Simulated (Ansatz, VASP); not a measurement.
# One calculation of ZnS, two programs

INCAR

```
SYSTEM = ZnS
ALGO = Normal
EDIFF = 1E-6
ENCUT = 520
GGA = PE
ISIF = 2
ISMEAR = 0
LASPH = .TRUE.
LCHARG = .FALSE.
LREAL = .FALSE.
LWAVE = .FALSE.
NBANDS = 16
NELM = 100
PREC = Accurate
SIGMA = 0.05
```

Contents of KPOINTS:

```
k-points
0
G
  10 10 10
  0 0 0
```

File POSCAR:

```
ZnS
1.0
    0.0000000000      2.4882780000      2.4882780000
    2.4882780000      0.0000000000      2.4882780000
    2.4882780000      2.4882780000      0.0000000000
Zn S
1 1
Direct
    0.0000000000      0.0000000000      0.0000000000
    0.7500000000      0.7500000000      0.7500000000
```

Input for Ansatz:

```yaml
crystal:
  lattice:
    - [0.0, 2.488278, 2.488278]
    - [2.488278, 0.0, 2.488278]
    - [2.488278, 2.488278, 0.0]
  atoms:
    - { symbol: Zn, position: [0.0, 0.0, 0.0] }
    - { symbol: S, position: [0.75, 0.75, 0.75] }
basis:
  ecutwfc: 420
kpoints:
  mp_grid: { grid: [10, 10, 10] }
hamiltonian:
  xc: pbe
scf:
  occupations: { method: gaussian, width: 0.05 }
output:
  forces: true
  stress: true
  eigenvalues: true
  write_density: true
  write_potential: true
  elf: true
  volumetric_format: npy
```

Change from the starting cell: strain -0.080 along x and y, -0.080 along z, atoms carried along.

Alike in both runs: task single point; functional PBE; k mesh 10 × 10 × 10; occupations gaussian, width 0.05 eV; no spin polarisation.

```csv
,VASP,Ansatz
version,VASP 6.6.1,Ansatz 0.2.0
potentials or method,"VASP PAW PBE potentials, release 64 (Zn, S), cutoff 520 eV","scalar-relativistic, plane waves, PAW"
valence electrons in the cell,18,18
```

Ansatz gave:

- gap on the k mesh at the Fermi level (eV): 2.72
- least direct gap on the mesh (eV): 3.24
- pressure (GPa): 33.9

Problem. Estimate VASP's values.

Solution. gap on the k mesh at the Fermi level (eV): 2.73; least direct gap on the mesh (eV): 3.27; pressure (GPa): 34.3.

Both programs put the cell under a high pressure, so it lies far from rest at this level.
